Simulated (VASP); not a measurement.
# ZnS (F-43m) in VASP: further runs

The runs below take ZnS through relaxation of cell and atoms, single point, with r2SCAN+D4, HSE06.

All numbers are computed with VASP 6.6.1; they aren't measurements. Logs are shortened: lines on timing, memory, paths and dates and some standing lists are left out, and cuts for length are marked.

## 1. The cell of the first run

Symmetry: F-43m, No. 216, cubic system. Conventional cell: a = 5.404 Å, b = 5.404 Å, c = 5.404 Å, α = 90.00°, β = 90.00°, γ = 90.00°. Zn (site symmetry -43m) has 4 S at 2.34 Å within 3.1 Å. Within 3.1 Å of S (site symmetry -43m) lie 4 Zn at 2.34 Å.

## 2. Relaxation of cell and atoms, r2SCAN+D4

The input, POSCAR:

```
ZnS
1.0
    0.0000000000      2.7020000000      2.7020000000
    2.7020000000      0.0000000000      2.7020000000
    2.7020000000      2.7020000000      0.0000000000
Zn S
1 1
Direct
    0.7500000000      0.7500000000      0.7500000000
    0.0000000000      0.0000000000      0.0000000000
```

The input, INCAR.step1:

```
SYSTEM = ZnS
PREC = Accurate ; ENCUT = 600
ISMEAR = -1 ; SIGMA = 0.05
LREAL = .False. ; LASPH = .True.
NELM = 100 ; GGA = PE
ALGO = Normal ; EDIFF = 1E-4
LWAVE = .True. ; LCHARG = .False.
```

The input, INCAR.step2:

```
SYSTEM = ZnS
PREC = Accurate ; ENCUT = 600
EDIFF = 1E-6 ; ISMEAR = -1
SIGMA = 0.05 ; LREAL = .False.
LASPH = .True. ; NELM = 100
ALGO = Normal ; ISIF = 3
LWAVE = .False. ; LCHARG = .False.
METAGGA = R2SCAN ; LMIXTAU = .True.
IVDW = 13 ; VDW_S6 = 1.0
VDW_S8 = 0.6018749 ; VDW_A1 = 0.51559235
VDW_A2 = 5.77342911 ; IBRION = 2
NSW = 60 ; EDIFFG = -0.01
ISTART = 1
```

The input, KPOINTS:

```
regular mesh
0
Gamma
  9 9 9
  0 0 0
```

Potentials or basis: VASP PAW PBE potentials, release 64 (Zn, S).

The run is started by

```sh
> cat potpaw_PBE.64/Zn/POTCAR potpaw_PBE.64/S/POTCAR > POTCAR
> cp INCAR.step1 INCAR
> mpirun -np 1 vasp_std > vasp.out
> cp INCAR.step2 INCAR
> mpirun -np 1 vasp_std > vasp.out
```

OUTCAR:

```text
SYSTEM = ZnS
   PREC = Accurate
   ENCUT = 600
   EDIFF = 1E-6
   ISMEAR = -1
   LREAL = .False.
   LASPH = .True.
   NELM = 100
   ISIF = 3
   METAGGA = R2SCAN
   IVDW = 13
   IBRION = 2
   NSW = 60
   EDIFFG = -0.01
   ISTART = 1

 ion  position               nearest neighbor table
   1  0.750  0.750  0.750-   2 2.34   2 2.34   2 2.34   2 2.34
   2  0.000  0.000  0.000-   1 2.34   1 2.34   1 2.34   1 2.34

  LATTYP: Found a face centered cubic cell.
 ALAT       =     5.4040000000

  Lattice vectors:

 A1 = (   0.0000000000,   2.7020000000,   2.7020000000)
 A2 = (   2.7020000000,   0.0000000000,   2.7020000000)
 A3 = (   2.7020000000,   2.7020000000,   0.0000000000)

Analysis of symmetry for initial positions (statically):
=====================================================================
 Subroutine PRICEL returns:
 Original cell was already a primitive cell.

 Routine SETGRP: Setting up the symmetry group for a
 face centered cubic supercell.

 Subroutine GETGRP returns: Found 24 space group operations
 (whereof 24 operations were pure point group operations)
 out of a pool of 48 trial point group operations.

The static configuration has the point symmetry T_d .

Analysis of symmetry for dynamics (positions and initial velocities):
=====================================================================
 Subroutine PRICEL returns:
 Original cell was already a primitive cell.

 Routine SETGRP: Setting up the symmetry group for a
 face centered cubic supercell.

 Subroutine GETGRP returns: Found 24 space group operations
 (whereof 24 operations were pure point group operations)
 out of a pool of 48 trial point group operations.

The dynamic configuration has the point symmetry T_d .

 Subroutine INISYM returns: Found 24 space group operations
 (whereof 24 operations are pure point group operations),
 and found     1 'primitive' translations

----------------------------------------------------------------------------------------

                                     Primitive cell

  volume of cell :      39.4535

  direct lattice vectors                    reciprocal lattice vectors
     0.000000000  2.702000000  2.702000000    -0.185048113  0.185048113  0.185048113
     2.702000000  0.000000000  2.702000000     0.185048113 -0.185048113  0.185048113
     2.702000000  2.702000000  0.000000000     0.185048113  0.185048113 -0.185048113

  length of vectors
     3.821205046  3.821205046  3.821205046     0.320512733  0.320512733  0.320512733

  position of ions in fractional coordinates (direct lattice)
     0.750000000  0.750000000  0.750000000
     0.000000000  0.000000000  0.000000000

  ion indices of the primitive-cell ions
   primitive index   ion index
                 1           1
                 2           2

----------------------------------------------------------------------------------------

 KPOINTS: regular mesh

Automatic generation of k-mesh.
 Grid dimensions read from file:
 generate k-points for:    9    9    9

 Generating k-lattice:

  Cartesian coordinates                     Fractional coordinates (reciprocal lattice)
    -0.020560901  0.020560901  0.020560901     0.111111111  0.000000000  0.000000000
     0.020560901 -0.020560901  0.020560901     0.000000000  0.111111111  0.000000000
     0.020560901  0.020560901 -0.020560901     0.000000000  0.000000000  0.111111111

  Length of vectors
     0.035612526  0.035612526  0.035612526

  Shift w.r.t. Gamma in fractional coordinates (k-lattice)
     0.000000000  0.000000000  0.000000000

 Subroutine IBZKPT returns following result:
 ===========================================

 Found     35 irreducible k-points:

 Following reciprocal coordinates:
            Coordinates               Weight
  0.000000  0.000000  0.000000      1.000000
  0.111111  0.000000  0.000000      8.000000
  0.222222  0.000000  0.000000      8.000000
  0.333333  0.000000  0.000000      8.000000
  0.444444  0.000000  0.000000      8.000000
  0.111111  0.111111  0.000000      6.000000
[... 16 lines left out ...]
 -0.333333  0.333333  0.000000     12.000000
  0.444444  0.444444  0.000000      6.000000
 [... further k-points ...]
   k-points           NKPTS =     35   k-points in BZ     NKDIM =     35   number of bands    NBANDS=     13
   number of dos      NEDOS =    301   number of ions     NIONS =      2
   total plane-waves  NPLWV =  32768
   dimension x,y,z NGX =    32 NGY =   32 NGZ =   32
   dimension x,y,z NGXF=    64 NGYF=   64 NGZF=   64
   ions per type =               1   1
   NGX,Y,Z   is equivalent  to a cutoff of  13.92, 13.92, 13.92 a.u.
   NGXF,Y,Z  is equivalent  to a cutoff of  27.84, 27.84, 27.84 a.u.
 SYSTEM =  ZnS
   PREC   = accura    normal or accurate (medium, high low for compatibility)
   ISTART =      1    job   : 0-new  1-cont  2-samecut
   ICHARG =      0    charge: 1-file 2-atom 10-const
   ISPIN  =      1    spin polarized calculation?
   LNONCOLLINEAR =      F non collinear calculations
   LSORBIT =      F    spin-orbit coupling
   LASPH  =      T    aspherical Exc in radial PAW
   ENCUT  =  600.0 eV  44.10 Ry    6.64 a.u.   7.63  7.63  7.63*2*pi/ulx,y,z
   NELM   =    100;   NELMIN=  2; NELMDL=  0     # of ELM steps
   EDIFF  = 0.1E-05   stopping-criterion for ELM
   LREAL  =      F    real-space projection
   EDIFFG = -.1E-01   stopping-criterion for IOM
   NSW    =     60    number of steps for IOM
   IBRION =      2    ionic relax: 0-MD 1-quasi-New 2-CG
   NFREE  =      1    steps in history (QN), initial steepest desc. (CG)
   ISIF   =      3    stress and relaxation
   ISYM   =      2    0-nonsym 1-usesym 2-fastsym
   POTIM  = 0.5000    time-step for ionic-motion
   TEBEG  =    0.0;   TEEND  =   0.0 temperature during run
   PSTRESS=    0.0 pullay stress
   NELECT =      18.0000    total number of electrons
   NUPDOWN=      -1.0000    fix difference up-down
   EMIN   =  10.00;   EMAX   =-10.00  energy-range for DOS
   EFERMI =   0.00;   METHOD = LEGACY
   ISMEAR =    -1;   SIGMA  =   0.05  broadening in eV -4-tet -1-fermi 0-gaus
   EFERMI_NEDOS =   21; number of points for ismear=-14 and -15
   IALGO  =     38    algorithm
   IMIX   =      4    mixing-type and parameters
     AMIX     =   0.40;   BMIX     =  1.00
     AMIX_MAG =   1.60;   BMIX_MAG =  1.00
  volume/ion in A,a.u.               =      19.73       133.12
  Fermi-wavevector in a.u.,A,eV,Ry     =   1.260290  2.381602 21.610537  1.588330
  Thomas-Fermi vector in A             =   2.393807
   LORBIT       =      0    0 simple, 1 ext, 2 COOP (PROOUT), +10 PAW based schemes
   METAGGA = R2SCAN    functional components
   LHFCALC =     F    Hartree Fock is set to
   AEXX    =    0.0000 exact exchange contribution
   IVDW    =    13    specifies the selected vdW correction
   LEPSILON=     F    determine dielectric tensor
   LRPA    =     F    only Hartree local field effects (RPA)
 conjugate gradient relaxation of ions
 non-spin polarized calculation
  energy-cutoff  :      600.00
  volume of cell :       39.45
 maximum number of plane-waves:      1363
   NGX = 15   NGY = 15   NGZ = 15

--------------------------------------- Ionic step        1  -------------------------------------------

 number of electron      17.9999998 magnetization

 Free energy of the ion-electron system (eV)
  ---------------------------------------------------
  ext. energy  EPLUGINS =         0.00000000
  ---------------------------------------------------
  free energy    TOTEN  =       -18.86732714 eV

  energy without entropy =      -18.86732714  energy(sigma->0) =      -18.86732714

------------------------ aborting loop because EDIFF is reached ----------------------------------------

  DFT-D4 for vdW energy calculation

  Edisp (eV):   -0.23012

  FORCE on cell =-STRESS in cart. coord.  units (eV):
  Direction    XX          YY          ZZ          XY          YZ          ZX
  --------------------------------------------------------------------------------------
  -------------------------------------------------------------------------------------
  Total      -0.36665    -0.36665    -0.36665     0.00000     0.00000    -0.00000
  in kB     -14.88955   -14.88955   -14.88955     0.00000     0.00000    -0.00000
  external pressure =      -14.89 kB  Pullay stress =        0.00 kB

 VOLUME and BASIS-vectors are now :
 -----------------------------------------------------------------------------
  energy-cutoff  :      600.00
  volume of cell :       39.45
      direct lattice vectors                 reciprocal lattice vectors
     0.000000000  2.702000000  2.702000000    -0.185048113  0.185048113  0.185048113
     2.702000000  0.000000000  2.702000000     0.185048113 -0.185048113  0.185048113
     2.702000000  2.702000000  0.000000000     0.185048113  0.185048113 -0.185048113
[... 41 lines left out ...]
 POSITION                                       TOTAL-FORCE (eV/Angst)
 -----------------------------------------------------------------------------------
      4.01715      4.01715      4.01715        -0.000000     -0.000000     -0.000000
      2.67810     -0.00000      2.67810         0.000000      0.000000      0.000000
 -----------------------------------------------------------------------------------
    total drift:                                0.000029      0.000029      0.000029

  FREE ENERGIE OF THE ION-ELECTRON SYSTEM (eV)
  ---------------------------------------------------
  free  energy   TOTEN  =       -19.1010261426 eV

  energy  without entropy=      -19.1010261426  energy(sigma->0) =      -19.10102614

--------------------------------------- Ionic step        3  -------------------------------------------

 number of electron      17.9999990 magnetization

 Free energy of the ion-electron system (eV)
  ---------------------------------------------------
  ext. energy  EPLUGINS =         0.00000000
  ---------------------------------------------------
  free energy    TOTEN  =       -18.86685806 eV

  energy without entropy =      -18.86685806  energy(sigma->0) =      -18.86685806

 E-fermi :   2.9824     XC(G=0): -10.3875

 val. band max:        2.0244911918   @ k =   0.0000   0.0000   0.0000
 cond. band min:       4.7964429783   @ k =   0.0000   0.0000   0.0000
 fundamental gap:      2.7719517865
 Fermi energy:         2.9824161645

 k-point     1 :       0.0000    0.0000    0.0000
  band No.  band energies     occupation
      1     -11.7998      2.00000
      2      -4.5595      2.00000
      3      -4.5595      2.00000
      4      -4.5595      2.00000
      5      -3.9860      2.00000
      6      -3.9860      2.00000
      7       2.0245      2.00000
      8       2.0245      2.00000
      9       2.0245      2.00000
     10       4.7964      0.00000
     11       8.9114      0.00000
     12       8.9116      0.00000
     13       8.9116      0.00000

 k-point     2 :       0.1111    0.0000    0.0000
  band No.  band energies     occupation
      1     -11.7014      2.00000
      2      -4.5585      2.00000
      3      -4.5409      2.00000
      4      -4.5408      2.00000
      5      -3.9875      2.00000
      6      -3.9875      2.00000
      7       1.1109      2.00000
      8       1.8993      2.00000
      9       1.8994      2.00000
     10       5.4709      0.00000
     11       8.8218      0.00000
[... 339 lines left out ...]
 k-point    24 :       0.4444    0.4444    0.0000
  band No.  band energies     occupation
      1     -10.5321      2.00000
      2      -4.5811      2.00000
      3      -4.1962      2.00000
      4      -4.1961      2.00000
      5      -3.9062      2.00000
      6      -3.8278      2.00000
      7      -2.4977      2.00000
      8      -0.2731      2.00000
      9      -0.2731      2.00000
     10       5.7748      0.00000
     11       6.5644      0.00000
     12      13.6633      0.00000
     13      14.4874      0.00000

 [... further k-points ...]

------------------------ aborting loop because EDIFF is reached ----------------------------------------

  DFT-D4 for vdW energy calculation

  Edisp (eV):   -0.23455

  FORCE on cell =-STRESS in cart. coord.  units (eV):
  Direction    XX          YY          ZZ          XY          YZ          ZX
  --------------------------------------------------------------------------------------
  -------------------------------------------------------------------------------------
  Total       0.00842     0.00842     0.00842     0.00000     0.00000     0.00000
  in kB       0.34909     0.34909     0.34909     0.00000     0.00000     0.00000
  external pressure =        0.35 kB  Pullay stress =        0.00 kB

 VOLUME and BASIS-vectors are now :
 -----------------------------------------------------------------------------
  energy-cutoff  :      600.00
  volume of cell :       38.65
      direct lattice vectors                 reciprocal lattice vectors
     0.000000000  2.683640831  2.683640831    -0.186314053  0.186314053  0.186314053
     2.683640831 -0.000000000  2.683640831     0.186314053 -0.186314053  0.186314053
     2.683640831  2.683640831  0.000000000     0.186314053  0.186314053 -0.186314053

 POSITION                                       TOTAL-FORCE (eV/Angst)
 -----------------------------------------------------------------------------------
      4.02546      4.02546      4.02546        -0.000000     -0.000000      0.000000
      0.00000      0.00000      0.00000         0.000000      0.000000     -0.000000
 -----------------------------------------------------------------------------------
    total drift:                                0.000028      0.000028      0.000028

  FREE ENERGIE OF THE ION-ELECTRON SYSTEM (eV)
  ---------------------------------------------------
  free  energy   TOTEN  =       -19.1014110927 eV

  energy  without entropy=      -19.1014110926  energy(sigma->0) =      -19.10141109

 reached required accuracy - stopping structural energy minimisation
```

Wall time 4.4 min (1 thread of Intel Xeon 8259CL, shared host); peak memory 0.21 GiB.

Results:

```yaml
Free_energy: -19.1014 eV
Relaxed_volume: 19.33 Å³/atom
Relaxed_cell: a = 3.795 Å, b = 3.795 Å, c = 3.795 Å, α = 60.00°, β = 60.00°, γ = 60.00°
Space_group_after_relaxing_to_0.1_Å: F-43m (No. 216)
Energy_gained_by_relaxing: 2.0 meV/atom
Ionic_steps: 3
Pressure_after_relaxing: 0.0 GPa
Band_gap_on_the_k_mesh: 2.77 eV
Dispersion_energy_per_atom: -0.117 eV
```

The path:
| step | energy change (eV) | largest force (eV/Å) | pressure (GPa) | volume (Å³) |
| --- | --- | --- | --- | --- |
| 1 | 0.0000 | 0.0000 | -1.49 | 39.45 |
| 2 | -0.0036 | 0.0000 | 0.59 | 38.42 |
| 3 | -0.0040 | 0.0000 | 0.03 | 38.65 |

Final structure:
```xyz
2
Lattice="0.0000 2.6836 2.6836 2.6836 0.0000 2.6836 2.6836 2.6836 0.0000" Properties=species:S:1:pos:R:3 pbc="T T T"
Zn    4.0255    4.0255    4.0255
S     0.0000    0.0000    0.0000
```

Caveat: the PAW data sets were made with another functional, which shifts forces and pressure a little.

(Continued in part 2 of 2.)
